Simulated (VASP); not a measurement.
The system is InTe4W.

```
CELL_PARAMETERS angstrom
3.77675 0.00000 0.00000
0.00000 3.77675 0.00000
0.00000 0.00000 13.20881
ATOMIC_POSITIONS crystal
In 0.00000 0.00000 0.00000
Te 0.50000 0.50000 0.17034
Te 0.00000 0.00000 0.65261
Te 0.00000 0.00000 0.34739
Te 0.50000 0.50000 0.82966
W 0.50000 0.50000 0.50000
```

The cell was built from a structure type or drawn by symmetry, and may not be a known phase.

* Program: VASP 6.6.1
* Task: relaxation of cell and atoms
* Functional: PBE
* Potentials or basis: VASP PAW PBE potentials, release 64 (In_d, Te, W_sv)
* Cutoff: 600 eV
* k mesh: 4 × 4 × 2
* Occupations: gaussian, width 0.1 eV
* Spin: no spin polarisation

At the start: pressure -10.4 GPa; volume 31.40 Å³/atom.

Problem. Where does the relaxation end?

Solution. Over 23 steps the energy falls by 676.3 meV/atom and the volume is 27.49 Å³/atom (-12.4 %); space group P4/mmm (No. 123, to 0.1 Å) before and after.

The path:
```
step  energy change (eV)  largest force (eV/Å)  pressure (GPa)  volume (Å³)
   1              0.0000                2.5139          -10.42       188.41
   2             -2.3570                2.0694            5.99       137.93
   3             -2.4039                2.2639            2.82       142.42
   4             -3.1890                1.2141            4.99       141.89
   5             -3.4683                0.1607            8.46       141.14
   6             -3.9497                0.1868            1.35       154.52
   7             -3.9940                0.5003           -2.08       164.45
   8             -4.0024                0.4074           -1.24       161.67
   9             -4.0331                0.2803           -0.69       161.98
  10             -4.0428                0.1691           -0.18       162.21
  11             -4.0429                0.1559           -0.13       162.23
  12             -4.0465                0.1082            0.15       161.90
  13             -4.0473                0.0884            0.49       161.51
  14             -4.0475                0.0943            0.40       161.63
  15             -4.0497                0.0951            0.09       162.51
  16             -4.0499                0.0947            0.01       162.87
  17             -4.0492                0.0967           -0.27       163.60
  18             -4.0499                0.0952           -0.07       162.99
  19             -4.0517                0.0854           -0.10       163.32
  20             -4.0555                0.0544           -0.21       164.32
  21             -4.0563                0.1525           -0.38       166.31
  22             -4.0570                0.1113           -0.32       165.50
  23             -4.0581                0.0179            0.16       164.96
```

Final structure:
```cif
data_structure
_symmetry_space_group_name_H-M 'P 1'
_symmetry_Int_Tables_number 1
_cell_length_a 3.3138
_cell_length_b 3.3138
_cell_length_c 15.0214
_cell_angle_alpha 90.000
_cell_angle_beta 90.000
_cell_angle_gamma 90.000
_cell_volume 164.96
loop_
_atom_site_label
_atom_site_type_symbol
_atom_site_fract_x
_atom_site_fract_y
_atom_site_fract_z
_atom_site_occupancy
In1 In 0.00000 0.00000 0.00000 1
Te1 Te 0.50000 0.50000 0.15479 1
Te2 Te 0.00000 0.00000 0.61186 1
Te3 Te 0.00000 0.00000 0.38814 1
Te4 Te 0.50000 0.50000 0.84521 1
W1 W 0.50000 0.50000 0.50000 1
```

Caveat: the k points lie up to 0.47 Å⁻¹ apart in the final cell, too coarse for converged energies and pressures of a metal; this functional lacks dispersion, which binds the layers, so the pressure and a relaxed spacing across them are unreliable.
